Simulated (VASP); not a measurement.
Input of a VASP 6.6.1 run:

INCAR

```
PREC     = Accurate       # precision mode
ENCUT    = 520            # plane-wave cutoff, eV
EDIFF    = 1E-7           # SCF threshold, eV
ISMEAR   = -1             # smearing method
SIGMA    = 0.02           # smearing width, eV
LREAL    = F              # projectors in reciprocal space
LASPH    = T              # aspherical terms in the spheres
NELM     = 100            # most SCF steps
ALGO     = Normal         # electronic algorithm
ISIF     = 2              # what is computed and relaxed
LWAVE    = F              # write WAVECAR
LCHARG   = T              # write CHGCAR
LDIPOL   = T            
IDIPOL   = 3            
DIPOL    = 0.5 0.5 0.500
GGA      = PS             # functional
LELF     = T              # ELF
LVHAR    = T            
LVACPOTAV= T            
NBANDS   = 11             # bands
```

Contents of KPOINTS:

```
regular mesh
0
Gamma
  12 9 1
```

The input POSCAR:

```
C
1.0
    2.5129203383      0.0000000000      0.0000000000
    0.0000000000      3.5538060236      0.0000000000
    0.0000000000      0.0000000000     16.0000000000
C
2
Direct
    0.7500000000      0.1250000000      0.5000000000
    0.2500000000      0.8750000000      0.5000000000
```

Potentials or basis: VASP PAW PBE potentials, release 64 (C).

Launch:

```sh
$ cat potpaw_PBE.64/C/POTCAR > POTCAR
$ mpirun -np 1 vasp_std > vasp.out
```

Q: Predict the band gap on the k mesh.

A: Zero (band 4 reaches -4.95 eV, above the bottom of band 5 at -5.18 eV).

Q: What does it give for the largest force?

A: 8.331 eV/Å.

Forces on the atoms (eV/Å):
```
C    0.000 -8.331  0.000
C    0.000  8.331  0.000
```

Caveat: the PAW data sets were made with another functional, which shifts forces and pressure a little.
